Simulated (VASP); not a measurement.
Input of a VASP 6.6.1 run:

Contents of INCAR:

```
  ALGO = Normal
  EDIFF = 1E-6
  EDIFFG = -0.04
  ENCUT = 600
  GGA = PE
  IBRION = 2
  ISIF = 3
  ISMEAR = 0
  LASPH = True
  LCHARG = False
  LREAL = False
  LWAVE = False
  NELM = 80
  NSW = 90
  PREC = Accurate
  SIGMA = 0.1
```

Contents of KPOINTS:

```
k-points
0
Gamma
  4 4 8
```

POSCAR

```
SbC2
1.0
    5.7525315400      0.0000000000      0.0000000000
    0.0000000000      5.7525315400      0.0000000000
    0.0000000000      0.0000000000      2.1093641200
Sb C
2 4
Direct
    0.0000000000      0.0000000000      0.0000000000
    0.5000000000      0.5000000000      0.0000000000
    0.1767953900      0.3232046100      0.0000000000
    0.3232046100      0.8232046100      0.0000000000
    0.8232046100      0.6767953900      0.0000000000
    0.6767953900      0.1767953900      0.0000000000
```

Potentials or basis: VASP PAW PBE potentials, release 64 (Sb, C).

The run is started by

```bash
$ cat potpaw_PBE.64/Sb/POTCAR potpaw_PBE.64/C/POTCAR > POTCAR
$ mpirun -np 1 vasp_std > vasp.out
```

Question: Predict the relaxed cell.

Answer: a = 5.341 Å, b = 5.341 Å, c = 3.125 Å, α = 90.00°, β = 90.00°, γ = 90.00°.

Question: Estimate the band gap on the k mesh.

Answer: Zero (bands 13 and 14 overlap by 5.14 eV).

Stress tensor (GPa, compression positive):
```
 0.16  0.00  0.00
 0.00  0.16  0.00
 0.00  0.00 -0.21
```

Caveat: the k points lie up to 0.29 Å⁻¹ apart in the final cell, too coarse for converged energies and pressures of a metal; spin-orbit coupling is left out, which moves the levels of the heavy elements.
